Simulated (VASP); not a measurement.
# Ni (Fm-3m) in VASP: further runs

The runs below take Ni through single point, with PBE.

All numbers are computed with VASP 6.6.1; they aren't measurements. Logs are shortened: lines on timing, memory, paths and dates and some standing lists are left out, and cuts for length are marked.

## Step 1: The cell of the first run

The structure is cubic, space group Fm-3m (No. 225). The conventional cell has a = 3.534 Å, b = 3.534 Å, c = 3.534 Å, α = 90.00°, β = 90.00°, γ = 90.00°. Within 3.3 Å of Ni (site symmetry m-3m) lie 12 Ni at 2.50 Å.

## Step 2: Single point, PBE, collinear spin, antiferromagnetic start

INCAR reads:

```
ALGO = Normal
EDIFF = 1E-7
ENCUT = 520
GGA = PE
ISIF = 2
ISMEAR = -1
ISPIN = 2
ISYM = 0
LASPH = T
LCHARG = F
LMAXMIX = 4
LORBIT = 11
LREAL = F
LWAVE = F
MAGMOM = 2 -2
NBANDS = 21
NELM = 150
PREC = Accurate
SIGMA = 0.1
```

KPOINTS reads:

```
k-points
0
Gamma
  11 6 11
```

POSCAR reads:

```
Ni
1.0
    0.0000000000      1.7671500000      1.7671500000
    3.5343000000      0.0000000000      3.5343000000
    1.7671500000      1.7671500000      0.0000000000
Ni
2
Direct
    0.0000000000      0.0000000000      0.0000000000
    0.0000000000      0.5000000000      0.0000000000
```

Potentials or basis: VASP PAW PBE potentials, release 64 (Ni).

The run is started by

```bash
cat potpaw_PBE.64/Ni/POTCAR > POTCAR
mpirun -np 1 vasp_std > vasp.out
```

OUTCAR:

```text
EDIFF = 1E-7
   ENCUT = 520
   GGA = PE
   ISIF = 2
   ISMEAR = -1
   ISPIN = 2
   ISYM = 0
   LASPH = T
   LORBIT = 11
   LREAL = F
   NELM = 150
   PREC = Accurate

 ion  position               nearest neighbor table
   1  0.000  0.000  0.000-   2 2.50   2 2.50   2 2.50   2 2.50   2 2.50   2 2.50
   2  0.000  0.500  0.000-   1 2.50   1 2.50   1 2.50   1 2.50   1 2.50   1 2.50

IMPORTANT INFORMATION: All symmetrisations will be switched off!
NOSYMM: (Re-)initialisation of all symmetry stuff for point group C_1.

----------------------------------------------------------------------------------------

                                     Primitive cell

  volume of cell :      22.0740

  direct lattice vectors                    reciprocal lattice vectors
     0.000000000  1.767150000  1.767150000    -0.282941459  0.282941459  0.282941459
     3.534300000  0.000000000  3.534300000     0.141470730 -0.141470730  0.141470730
     1.767150000  1.767150000  0.000000000     0.282941459  0.282941459 -0.282941459

  length of vectors
     2.499127497  4.998254993  2.499127497     0.490068983  0.245034492  0.490068983

  position of ions in fractional coordinates (direct lattice)
     0.000000000  0.000000000  0.000000000
     0.000000000  0.500000000  0.000000000

  ion indices of the primitive-cell ions
   primitive index   ion index
                 1           1
                 2           2

----------------------------------------------------------------------------------------

 KPOINTS: k-points

Automatic generation of k-mesh.
 Grid dimensions read from file:
 generate k-points for:   11    6   11

 Generating k-lattice:

  Cartesian coordinates                     Fractional coordinates (reciprocal lattice)
    -0.025721951  0.025721951  0.025721951     0.090909091  0.000000000  0.000000000
     0.023578455 -0.023578455  0.023578455     0.000000000  0.166666667  0.000000000
     0.025721951  0.025721951 -0.025721951     0.000000000  0.000000000  0.090909091

  Length of vectors
     0.044551726  0.040839082  0.044551726

  Shift w.r.t. Gamma in fractional coordinates (k-lattice)
     0.000000000  0.000000000  0.000000000

 -----------------------------------------------------------------------------
|                                                                             |
|           W    W    AA    RRRRR   N    N  II  N    N   GGGG   !!!           |
|           W    W   A  A   R    R  NN   N  II  NN   N  G    G  !!!           |
|           W    W  A    A  R    R  N N  N  II  N N  N  G       !!!           |
|           W WW W  AAAAAA  RRRRR   N  N N  II  N  N N  G  GGG   !            |
|           WW  WW  A    A  R   R   N   NN  II  N   NN  G    G                |
|           W    W  A    A  R    R  N    N  II  N    N   GGGG   !!!           |
|                                                                             |
|     Your reciprocal lattice and k-lattice belong to different lattice       |
|     classes:                                                                |
|                                                                             |
|        The reciprocal lattice is rhombohedral (trigonal),                   |
|        whereas your k-lattice is base-centered monoclinic.                  |
|                                                                             |
|     Results are often still useful ...                                      |
|                                                                             |
 -----------------------------------------------------------------------------

 WARNING: IBZKPT: internal override: KBLOWUP is changed to .FALSE.
      ... skipping the blow-up phase ...

 Subroutine IBZKPT returns following result:
 ===========================================

 Found    364 irreducible k-points:

 Following reciprocal coordinates:
            Coordinates               Weight
  0.000000  0.000000  0.000000      1.000000
  0.090909  0.000000  0.000000      2.000000
  0.181818  0.000000  0.000000      2.000000
  0.272727  0.000000  0.000000      2.000000
  0.363636  0.000000  0.000000      2.000000
  0.454545  0.000000  0.000000      2.000000
[... 16 lines left out ...]
  0.454545  0.333333  0.000000      2.000000
 -0.454545  0.333333  0.000000      2.000000
 [... further k-points ...]
   k-points           NKPTS =    364   k-points in BZ     NKDIM =    364   number of bands    NBANDS=     21
   number of dos      NEDOS =    301   number of ions     NIONS =      2
   total plane-waves  NPLWV =  16000
   dimension x,y,z NGX =    20 NGY =   40 NGZ =   20
   dimension x,y,z NGXF=    40 NGYF=   80 NGZF=   40
   ions per type =               2
   NGX,Y,Z   is equivalent  to a cutoff of  13.30, 13.30, 13.30 a.u.
   NGXF,Y,Z  is equivalent  to a cutoff of  26.61, 26.61, 26.61 a.u.
 SYSTEM =  unknown system
   PREC   = accura    normal or accurate (medium, high low for compatibility)
   ISTART =      0    job   : 0-new  1-cont  2-samecut
   ICHARG =      2    charge: 1-file 2-atom 10-const
   ISPIN  =      2    spin polarized calculation?
   LNONCOLLINEAR =      F non collinear calculations
   LSORBIT =      F    spin-orbit coupling
   LASPH  =      T    aspherical Exc in radial PAW
   ENCUT  =  520.0 eV  38.22 Ry    6.18 a.u.   4.65  9.29  4.65*2*pi/ulx,y,z
   NELM   =    150;   NELMIN=  2; NELMDL= -5     # of ELM steps
   EDIFF  = 0.1E-06   stopping-criterion for ELM
   LREAL  =      F    real-space projection
   EDIFFG = 0.1E-05   stopping-criterion for IOM
   NSW    =      0    number of steps for IOM
   IBRION =     -1    ionic relax: 0-MD 1-quasi-New 2-CG
   NFREE  =      0    steps in history (QN), initial steepest desc. (CG)
   ISIF   =      2    stress and relaxation
   ISYM   =      0    0-nonsym 1-usesym 2-fastsym
   POTIM  = 0.5000    time-step for ionic-motion
   TEBEG  =    0.0;   TEEND  =   0.0 temperature during run
   PSTRESS=    0.0 pullay stress
   NELECT =      20.0000    total number of electrons
   NUPDOWN=      -1.0000    fix difference up-down
   EMIN   =  10.00;   EMAX   =-10.00  energy-range for DOS
   EFERMI =   0.00;   METHOD = LEGACY
   ISMEAR =    -1;   SIGMA  =   0.10  broadening in eV -4-tet -1-fermi 0-gaus
   EFERMI_NEDOS =   21; number of points for ismear=-14 and -15
   IALGO  =     38    algorithm
   IMIX   =      4    mixing-type and parameters
     AMIX     =   0.40;   BMIX     =  1.00
     AMIX_MAG =   1.60;   BMIX_MAG =  1.00
  volume/ion in A,a.u.               =      11.04        74.48
  Fermi-wavevector in a.u.,A,eV,Ry     =   1.584132  2.993576 34.143477  2.509475
  Thomas-Fermi vector in A             =   2.683797
   LORBIT       =     11    0 simple, 1 ext, 2 COOP (PROOUT), +10 PAW based schemes
   GGA     = PE    functional components
   LHFCALC =     F    Hartree Fock is set to
   AEXX    =    0.0000 exact exchange contribution
   IVDW    =     0    specifies the selected vdW correction
   LEPSILON=     F    determine dielectric tensor
   LRPA    =     F    only Hartree local field effects (RPA)
 spin polarized calculation
  energy-cutoff  :      520.00
  volume of cell :       22.07
 maximum number of plane-waves:       609
   NGX =  9   NGY = 19   NGZ =  9

 number of electron      20.0000020 magnetization       0.0000502

 number of electron      20.0000020 magnetization      -0.0000222

 Free energy of the ion-electron system (eV)
  ---------------------------------------------------
  ext. energy  EPLUGINS =         0.00000000
  ---------------------------------------------------
  free energy    TOTEN  =       -10.92738907 eV

  energy without entropy =      -10.74476630  energy(sigma->0) =      -10.83607769

 E-fermi :   8.9926     XC(G=0): -13.1708

 val. band max:        8.9924180827   @ k =   0.1818   0.5000   0.3636
 cond. band min:       8.9950336326   @ k =   0.4545   0.5000   0.4545
 fundamental gap:      0.0026155499
 Fermi energy:         8.9926366010

 spin component 1

 k-point     1 :       0.0000    0.0000    0.0000
  band No.  band energies     occupation
      1       0.2460      1.00000
      2       4.6462      1.00000
      3       7.1225      1.00000
      4       7.1233      1.00000
      5       7.1668      1.00000
      6       7.1674      1.00000
[... 13 lines left out ...]
     20      36.5157      0.00000
     21      36.5166      0.00000

 k-point     2 :       0.0909    0.0000    0.0000
  band No.  band energies     occupation
      1       0.5647      1.00000
      2       4.8117      1.00000
      3       6.9724      1.00000
      4       7.0847      1.00000
      5       7.2356      1.00000
      6       7.2361      1.00000
[... 13 lines left out ...]
     20      35.8725      0.00000
     21      38.7967      0.00000

 k-point     3 :       0.1818    0.0000    0.0000
  band No.  band energies     occupation
      1       1.4820      1.00000
      2       5.2068      1.00000
      3       6.4791      1.00000
      4       6.8968      1.00000
      5       7.1285      1.00000
      6       7.3578      1.00000
[... 13 lines left out ...]
     20      34.9409      0.00000
     21      40.5921      0.00000
[... 457 lines left out ...]
 k-point    23 :       0.4545    0.3333    0.0000
  band No.  band energies     occupation
      1       4.9641      1.00000
      2       5.3469      1.00000
      3       5.7558      1.00000
      4       6.5227      1.00000
      5       7.0654      1.00000
      6       7.5721      1.00000
[... 13 lines left out ...]
     20      31.4839      0.00000
     21      38.9083      0.00000

 k-point    24 :      -0.4545    0.3333    0.0000
  band No.  band energies     occupation
      1       4.9684      1.00000
      2       5.2063      1.00000
      3       5.6611      1.00000
      4       6.6159      1.00000
      5       7.2830      1.00000
      6       7.4991      1.00000
[... 13 lines left out ...]
     20      31.5323      0.00000
     21      34.9833      0.00000

 [... further k-points ...]

 spin component 2

 k-point     1 :       0.0000    0.0000    0.0000
  band No.  band energies     occupation
      1       0.2460      1.00000
      2       4.6462      1.00000
      3       7.1225      1.00000
      4       7.1233      1.00000
      5       7.1668      1.00000
      6       7.1674      1.00000
[... 13 lines left out ...]
     20      36.5165      0.00000
     21      36.5170      0.00000

 k-point     2 :       0.0909    0.0000    0.0000
  band No.  band energies     occupation
      1       0.5646      1.00000
      2       4.8117      1.00000
      3       6.9724      1.00000
      4       7.0846      1.00000
      5       7.2356      1.00000
      6       7.2361      1.00000
[... 13 lines left out ...]
     20      35.8725      0.00000
     21      38.7967      0.00000

 k-point     3 :       0.1818    0.0000    0.0000
  band No.  band energies     occupation
      1       1.4820      1.00000
      2       5.2067      1.00000
      3       6.4791      1.00000
      4       6.8968      1.00000
      5       7.1285      1.00000
      6       7.3577      1.00000
[... 13 lines left out ...]
     20      34.9409      0.00000
     21      40.5921      0.00000
[... 457 lines left out ...]
 k-point    23 :       0.4545    0.3333    0.0000
  band No.  band energies     occupation
      1       4.9641      1.00000
      2       5.3469      1.00000
      3       5.7558      1.00000
      4       6.5227      1.00000
      5       7.0654      1.00000
      6       7.5720      1.00000
[... 13 lines left out ...]
     20      31.4839      0.00000
     21      38.9083      0.00000

 k-point    24 :      -0.4545    0.3333    0.0000
  band No.  band energies     occupation
      1       4.9684      1.00000
      2       5.2063      1.00000
      3       5.6611      1.00000
      4       6.6159      1.00000
      5       7.2830      1.00000
      6       7.4990      1.00000
[... 13 lines left out ...]
     20      31.5323      0.00000
     21      34.9833      0.00000

 [... further k-points ...]
[... 5 lines left out ...]
  --------------------------------------------------------------------------------------
  -------------------------------------------------------------------------------------
  Total       -0.4456290     -0.4055481     -0.4456293      0.0080356      0.0080354     -0.0290563
  in kB      -32.3447477    -29.4355877    -32.3447707      0.5832415      0.5832263     -2.1089685
  external PRESSURE =     -31.3750354 kB  Pullay stress =       0.0000000 kB

 VOLUME and BASIS-vectors are now :
 -----------------------------------------------------------------------------
  energy-cutoff  :      520.00
  volume of cell :       22.07
      direct lattice vectors                 reciprocal lattice vectors
     0.000000000  1.767150000  1.767150000    -0.282941459  0.282941459  0.282941459
     3.534300000  0.000000000  3.534300000     0.141470730 -0.141470730  0.141470730
     1.767150000  1.767150000  0.000000000     0.282941459  0.282941459 -0.282941459

 POSITION                                       TOTAL-FORCE (eV/Angst)
 -----------------------------------------------------------------------------------
      0.00000      0.00000      0.00000         0.000000     -0.000000      0.000000
      1.76715      0.00000      1.76715        -0.000000      0.000000     -0.000000
 -----------------------------------------------------------------------------------
    total drift:                               -0.000000     -0.000000      0.000000

  FREE ENERGIE OF THE ION-ELECTRON SYSTEM (eV)
  ---------------------------------------------------
  free  energy   TOTEN  =       -10.9273890712 eV

  energy  without entropy=      -10.7447663019  energy(sigma->0) =      -10.83607769

 total charge

# of ion       s       p       d       tot
------------------------------------------
    1        0.489   0.482   8.315   9.286
    2        0.489   0.482   8.315   9.286
--------------------------------------------------
tot          0.978   0.964  16.631  18.573

 magnetization (x)

# of ion       s       p       d       tot
------------------------------------------
    1        0.000   0.000  -0.000  -0.000
    2        0.000   0.000  -0.000  -0.000
--------------------------------------------------
tot          0.000   0.000  -0.000  -0.000
```

Run time: 5.9 min. Hardware: 1 thread of Oxide Virtual Turin-like, shared host; peak memory 0.3 GiB.

Results:

```yaml
Free_energy: -10.9274 eV
Pressure: -3.1 GPa
Band_gap_on_the_k_mesh: zero (filled and empty bands overlap)
Net_moment: 0.00 μB per cell
Valence_electrons_inside_the_program's_atomic_spheres: Ni 9.29
```

Levels at points of the mesh, in eV from the Fermi level:
Spin up:
| k point | band 8 | band 9 | band 10 | band 11 | band 12 | band 13 |
| --- | --- | --- | --- | --- | --- | --- |
| (0.00, 0.00, 0.00) | -0.76 | -0.75 | -0.12 | -0.03 | -0.03 | 5.96 |
| (0.00, 0.50, 0.00) | -1.63 | -0.66 | -0.66 | -0.66 | -0.66 | 14.53 |
Spin down:
```tsv
k point	band 8	band 9	band 10	band 11	band 12	band 13
(0.00, 0.00, 0.00)	-0.76	-0.75	-0.12	-0.03	-0.03	5.96
(0.00, 0.50, 0.00)	-1.63	-0.66	-0.66	-0.66	-0.66	14.53
```

Caveat: the cell stands under tension; the moments typed at the start vanished in this run.

## Step 3: Single point, PBE, collinear spin, ferromagnetic start

INCAR, as its differences from that of step 2:

```diff
@@ -1,3 +1,3 @@
 ALGO = Normal
-EDIFF = 1E-7
+EDIFF = 1E-6
 ENCUT = 520
@@ -14,3 +14,3 @@
 LWAVE = F
-MAGMOM = 2 -2
+MAGMOM = 0.71 0.71
 NBANDS = 21
```

KPOINTS is that of step 2.

POSCAR is that of step 2.

Potentials or basis: VASP PAW PBE potentials, release 64 (Ni).

The run is started by

```bash
cat potpaw_PBE.64/Ni/POTCAR > POTCAR
mpirun -np 1 vasp_std > vasp.out
```

Wall time 3.5 min (1 thread of Oxide Virtual Turin-like, shared host); peak memory 0.3 GiB.

It converged, with:

| Property | Result |
| --- | --- |
| Free energy | -10.9938 eV |
| Pressure | -2.5 GPa |
| Net moment | 1.18 μB per cell |
| Site moments | Ni +0.60 μB |
| Valence electrons inside the program's atomic spheres | Ni 9.29 |

Stress tensor (GPa, compression positive):
```
-2.51 -0.06  0.14
-0.06 -2.43 -0.06
 0.14 -0.06 -2.51
```

Levels at points of the mesh, in eV from the Fermi level:
Spin up:
| k point | band 6 | band 7 | band 8 | band 9 | band 10 | band 11 | band 12 | band 13 | band 14 | band 15 |
| --- | --- | --- | --- | --- | --- | --- | --- | --- | --- | --- |
| (0.00, 0.00, 0.00) | -2.34 | -2.34 | -1.21 | -1.21 | -0.56 | -0.56 | -0.25 | 5.60 | 22.12 | 23.62 |
| (0.00, 0.50, 0.00) | -2.13 | -2.13 | -2.13 | -1.14 | -1.14 | -1.14 | -1.14 | 14.30 | 14.30 | 23.70 |
Spin down:
| k point | band 5 | band 6 | band 7 | band 8 | band 9 | band 10 | band 11 | band 12 | band 13 | band 14 |
| --- | --- | --- | --- | --- | --- | --- | --- | --- | --- | --- |
| (0.00, 0.00, 0.00) | -1.65 | -1.65 | -1.64 | -0.65 | -0.64 | -0.31 | 0.15 | 0.16 | 5.99 | 21.97 |
| (0.00, 0.50, 0.00) | -1.48 | -1.48 | -1.48 | -1.48 | -0.52 | -0.52 | -0.52 | -0.52 | 14.43 | 14.43 |
